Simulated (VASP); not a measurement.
# SrTe (Fm-3m) in VASP: settings compared, part 2 of 2

VASP 6.6.1. Earlier steps stand in the parts before.

## Step 3: Single point, PBE+D3(BJ) (37.71 Å³/atom)

This run uses another cell than the first one, of 37.71 Å³/atom.

The input, INCAR:

```
SYSTEM = SrTe
PREC = Accurate ; ENCUT = 500
EDIFF = 1E-6 ; ISMEAR = 0
SIGMA = 0.05 ; LREAL = .False.
LASPH = .True. ; NELM = 120
ALGO = Normal ; ISIF = 2
LWAVE = .False. ; LCHARG = .False.
GGA = PE ; IVDW = 12
NBANDS = 15 ; GGA_COMPAT = .False.
```

The input, KPOINTS:

```
Automatic mesh
0
Gamma
  6 6 6
  0 0 0
```

The input, POSCAR:

```
SrTe
1.0
    0.0000000000      3.3534682762      3.3534682762
    3.3534682762      0.0000000000      3.3534682762
    3.3534682762      3.3534682762      0.0000000000
Sr Te
1 1
Direct
    0.5000000000      0.5000000000      0.5000000000
    0.0000000000      0.0000000000      0.0000000000
```

Potentials or basis: VASP PAW PBE potentials, release 64 (Sr_sv, Te).

On the command line:

```console
> cat potpaw_PBE.64/Sr_sv/POTCAR potpaw_PBE.64/Te/POTCAR > POTCAR
> mpirun -np 1 vasp_std > vasp.out
```

OUTCAR:

```text
SYSTEM = SrTe
   PREC = Accurate
   ENCUT = 500
   EDIFF = 1E-6
   ISMEAR = 0
   LREAL = .False.
   LASPH = .True.
   NELM = 120
   ISIF = 2
   GGA = PE
   IVDW = 12
 IVDW          = 12

 ion  position               nearest neighbor table
   1  0.500  0.500  0.500-   2 3.35   2 3.35   2 3.35   2 3.35   2 3.35   2 3.35
   2  0.000  0.000  0.000-   1 3.35   1 3.35   1 3.35   1 3.35   1 3.35   1 3.35

  LATTYP: Found a face centered cubic cell.
 ALAT       =     6.7069365524

  Lattice vectors:

 A1 = (   0.0000000000,   3.3534682762,   3.3534682762)
 A2 = (   3.3534682762,   0.0000000000,   3.3534682762)
 A3 = (   3.3534682762,   3.3534682762,   0.0000000000)

[... 462 lines left out ...]

 Edisp (eV)   -0.66191

 E8    (eV) :    -0.3310

  FORCE on cell =-STRESS in cart. coord.  units (eV):
  Direction    XX          YY          ZZ          XY          YZ          ZX
  --------------------------------------------------------------------------------------
  -------------------------------------------------------------------------------------
  Total      -0.58000    -0.58000    -0.58000     0.00000    -0.00000     0.00000
  in kB     -12.32037   -12.32037   -12.32037     0.00000    -0.00000     0.00000
  external pressure =      -12.32 kB  Pullay stress =        0.00 kB

 VOLUME and BASIS-vectors are now :
 -----------------------------------------------------------------------------
  energy-cutoff  :      500.00
  volume of cell :       75.42
      direct lattice vectors                 reciprocal lattice vectors
     0.000000000  3.353468276  3.353468276    -0.149099368  0.149099368  0.149099368
     3.353468276  0.000000000  3.353468276     0.149099368 -0.149099368  0.149099368
     3.353468276  3.353468276  0.000000000     0.149099368  0.149099368 -0.149099368

 POSITION                                       TOTAL-FORCE (eV/Angst)
 -----------------------------------------------------------------------------------
      3.35347      3.35347      3.35347        -0.000000     -0.000000     -0.000000
      0.00000      0.00000      0.00000         0.000000      0.000000      0.000000
 -----------------------------------------------------------------------------------
    total drift:                                0.000000      0.000000      0.000000

  FREE ENERGIE OF THE ION-ELECTRON SYSTEM (eV)
  ---------------------------------------------------
  free  energy   TOTEN  =        -8.9293914557 eV

  energy  without entropy=       -8.9293914557  energy(sigma->0) =       -8.92939146
```

OSZICAR:

```text
N       E                     dE             d eps       ncg     rms          rms(c)
DAV:   1     0.689874757460E+02    0.68987E+02   -0.66154E+03   480   0.855E+02
DAV:   2    -0.305272357810E+01   -0.72040E+02   -0.67128E+02   635   0.189E+02
DAV:   3    -0.829628301258E+01   -0.52436E+01   -0.52181E+01   888   0.398E+01
DAV:   4    -0.836030870832E+01   -0.64026E-01   -0.64008E-01   579   0.452E+00
DAV:   5    -0.836234484054E+01   -0.20361E-02   -0.20361E-02   760   0.620E-01    0.145E+01
DAV:   6    -0.826237674345E+01    0.99968E-01   -0.13333E-01   571   0.210E+00    0.863E+00
DAV:   7    -0.826695396424E+01   -0.45772E-02   -0.16699E-01   592   0.256E+00    0.109E+00
DAV:   8    -0.826709763546E+01   -0.14367E-03   -0.21708E-02   501   0.706E-01    0.395E-01
DAV:   9    -0.826722843125E+01   -0.13080E-03   -0.90034E-04   627   0.212E-01    0.196E-01
DAV:  10    -0.826746748211E+01   -0.23905E-03   -0.18637E-04   522   0.797E-02    0.454E-02
DAV:  11    -0.826748212133E+01   -0.14639E-04   -0.12814E-05   634   0.188E-02    0.441E-02
DAV:  12    -0.826748481775E+01   -0.26964E-05   -0.11547E-05   571   0.162E-02    0.290E-02
DAV:  13    -0.826748526693E+01   -0.44918E-06   -0.37754E-07   443   0.375E-03
   1 F= -.89293915E+01 E0= -.89293915E+01  d E =-.219835E-20
```

It took 31 s on 1 thread of Intel Xeon 8259CL, shared host; peak memory 0.22 GiB.

What came out:

* Free energy: -8.9294 eV
* Pressure: -1.2 GPa
* Band gap on the k mesh: 1.75 eV (least direct gap 2.47 eV)
* Dispersion energy per atom: -0.331 eV

Caveat: spin-orbit coupling is left out, which moves the levels of the heavy elements. A k mesh can miss the band edges.

## Step 4: Single point, BLYP (39.65 Å³/atom)

This run uses another cell than the first one, of 39.65 Å³/atom.

The input, INCAR:

```
PREC = Accurate
ENCUT = 500
EDIFF = 1E-6
ISMEAR = 0
SIGMA = 0.05
LREAL = False
LASPH = True
NELM = 120
ALGO = Normal
ISIF = 2
LWAVE = False
LCHARG = False
GGA = B5
ALDAX = 1.0
AGGAX = 1.0
AGGAC = 1.0
ALDAC = 0.0
NBANDS = 15
GGA_COMPAT = False
```

The input, KPOINTS:

```
Automatic mesh
0
Gamma
  6 6 6
```

The input, POSCAR:

```
SrTe
1.0
    0.0000000000      3.4099609727      3.4099609727
    3.4099609727      0.0000000000      3.4099609727
    3.4099609727      3.4099609727      0.0000000000
Sr Te
1 1
Direct
    0.5000000000      0.5000000000      0.5000000000
    0.0000000000      0.0000000000      0.0000000000
```

On the command line:

```console
> cat potpaw_PBE.64/Sr_sv/POTCAR potpaw_PBE.64/Te/POTCAR > POTCAR
> mpirun -np 1 vasp_std > vasp.out
```

Wall time 38 s (1 thread of Intel Xeon 8259CL, shared host); peak memory 0.21 GiB.

Results (log left out):

- Free energy: -7.2538 eV
- Pressure: 0.3 GPa
- Band gap on the k mesh: 1.99 eV (least direct gap 2.65 eV)

Levels at points of the mesh, in eV from the valence-band top:
| k point | band 6 | band 7 | band 8 | band 9 | band 10 | band 11 |
| --- | --- | --- | --- | --- | --- | --- |
| (0.00, 0.00, 0.00) | 0.00 | 0.00 | 0.00 | 2.74 | 3.33 | 3.33 |
| (0.50, 0.00, 0.00) | -2.53 | -0.97 | -0.97 | 4.07 | 4.99 | 5.11 |
| (0.50, 0.50, 0.00) | -1.76 | -0.67 | -0.67 | 1.99 | 3.72 | 4.63 |

Caveat: the PAW data sets were made with another functional, which shifts forces and pressure a little; spin-orbit coupling is left out, which moves the levels of the heavy elements. A k mesh can miss the band edges.

## Step 5: Single point, BLYP (39.12 Å³/atom)

This run uses another cell than the first one, of 39.12 Å³/atom.

The input, INCAR:

```
AGGAC    = 1.0          
AGGAX    = 1.0          
ALDAC    = 0.0          
ALDAX    = 1.0          
ALGO     = Normal         # electronic algorithm
EDIFF    = 1E-6           # SCF threshold, eV
ENCUT    = 500            # plane-wave cutoff, eV
GGA      = B5             # functional
GGA_COMPAT= False        
ISIF     = 2              # what is computed and relaxed
ISMEAR   = 0              # smearing method
LASPH    = True           # aspherical terms in the spheres
LCHARG   = False          # write CHGCAR
LREAL    = False          # projectors in reciprocal space
LWAVE    = False          # write WAVECAR
NBANDS   = 15             # bands
NELM     = 120            # most SCF steps
PREC     = Accurate       # precision mode
SIGMA    = 0.05           # smearing width, eV
```

The input, KPOINTS:

```
k-points
0
Gamma
  6 6 6
```

The input, POSCAR:

```
SrTe
1.0
    0.0000000000      3.3946438580      3.3946438580
    3.3946438580      0.0000000000      3.3946438580
    3.3946438580      3.3946438580      0.0000000000
Sr Te
1 1
Direct
    0.5000000000      0.5000000000      0.5000000000
    0.0000000000      0.0000000000      0.0000000000
```

On the command line:

```console
> cat potpaw_PBE.64/Sr_sv/POTCAR potpaw_PBE.64/Te/POTCAR > POTCAR
> mpirun -np 1 vasp_std > vasp.out
```

Wall time 29 s (1 thread of Intel Xeon 8259CL, shared host); peak memory 0.21 GiB.

Results (log left out):

```yaml
Free_energy: -7.2501 eV
Pressure: 0.8 GPa
Band_gap_on_the_k_mesh: 1.96 eV (least direct gap 2.63 eV)
```

Levels at points of the mesh, in eV from the valence-band top:
```csv
k point,band 4,band 5,band 6,band 7,band 8,band 9,band 10,band 11,band 12,band 13
"(0.00, 0.00, 0.00)",-16.95,-9.79,0.00,0.00,0.00,2.80,3.33,3.33,3.33,3.86
"(0.50, 0.00, 0.00)",-16.96,-9.27,-2.58,-1.00,-1.00,4.09,5.02,5.14,5.14,6.68
"(0.50, 0.50, 0.00)",-16.98,-9.41,-1.79,-0.68,-0.68,1.96,3.77,4.65,5.74,5.84
```

Caveat: the PAW data sets were made with another functional, which shifts forces and pressure a little; spin-orbit coupling is left out, which moves the levels of the heavy elements. A k mesh can miss the band edges.

## Step 6: Overview

```csv
level,cell,gap on the mesh (eV),pressure (GPa)
PBE+D3(BJ),"a = 4.712 Å, angles 60.0°, 2 atoms",1.70,-0.6
PBE+D3(BJ),"a = 4.743 Å, angles 60.0°, 2 atoms",1.75,-1.2
BLYP,"a = 4.822 Å, angles 60.0°, 2 atoms",1.99,0.3
BLYP,"a = 4.801 Å, angles 60.0°, 2 atoms",1.96,0.8
```

Alike in all rows: task single point; potentials or basis VASP PAW PBE potentials, release 64 (Sr_sv, Te); no spin polarisation; k mesh 6 × 6 × 6; cutoff (eV) 500; smearing gaussian 0.05 eV.

Caveats: spin-orbit coupling is left out, which moves the levels of the heavy elements; the PAW data sets were made with another functional, which shifts forces and pressure a little (at least some runs).

Absolute energies hang on the potentials; compare differences alone.
